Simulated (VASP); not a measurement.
The system is ZnS3.

```
Zn S
1.0
     3.24236    0.00000    0.00000
     0.00000    3.24236    0.00000
     0.00000    0.00000    6.12894
Zn S
1 3
Direct
  0.50000 0.50000 0.50000
  0.00000 0.00000 0.72959
  0.00000 0.00000 0.27041
  0.50000 0.50000 0.00000
```

The cell was built from a structure type or drawn by symmetry, and may not be a known phase.

- Program: VASP 6.6.1
- Task: relaxation of cell and atoms
- Functional: PBE
- Potentials or basis: VASP PAW PBE potentials, release 64 (Zn, S)
- Cutoff: 600 eV
- k mesh: 14 × 14 × 8
- Occupations: gaussian, width 0.1 eV
- Spin: no spin polarisation

At the start: pressure -0.0 GPa; volume 16.11 Å³/atom.

Where does the relaxation end?

Over 16 steps the energy falls by 2.3 meV/atom and the volume is 15.93 Å³/atom (-1.1 %); space group P4/mmm (No. 123, to 0.1 Å) before and after.

Step by step:
| step | energy change (eV) | largest force (eV/Å) | pressure (GPa) | volume (Å³) |
| --- | --- | --- | --- | --- |
| 1 | 0.0000 | 0.0545 | -0.05 | 64.43 |
| 2 | -0.0018 | 0.0250 | 0.00 | 64.39 |
| 3 | -0.0036 | 0.0377 | 0.13 | 64.28 |
| 4 | -0.0037 | 0.0421 | 0.14 | 64.28 |
| 5 | -0.0040 | 0.0394 | -0.13 | 64.46 |
| 6 | -0.0040 | 0.0385 | -0.20 | 64.52 |
| 7 | -0.0042 | 0.0401 | -0.21 | 64.49 |
| 8 | -0.0050 | 0.0440 | -0.22 | 64.41 |
| 9 | -0.0065 | 0.0450 | -0.22 | 64.26 |
| 10 | -0.0087 | 0.0343 | -0.12 | 63.94 |
| 11 | 0.0001 | 0.1171 | 0.38 | 63.27 |
| 12 | -0.0090 | 0.0250 | -0.11 | 63.88 |
| 13 | -0.0092 | 0.0082 | -0.03 | 63.76 |
| 14 | -0.0092 | 0.0148 | -0.05 | 63.80 |
| 15 | -0.0092 | 0.0019 | 0.17 | 63.62 |
| 16 | -0.0093 | 0.0065 | 0.06 | 63.71 |

Final structure:
```
Zn S
1.0
     3.16494    0.00000    0.00000
     0.00000    3.16494    0.00000
     0.00000    0.00000    6.35983
Zn S
1 3
Direct
  0.50000 0.50000 0.50000
  0.00000 0.00000 0.73914
  0.00000 0.00000 0.26086
  0.50000 0.50000 0.00000
```
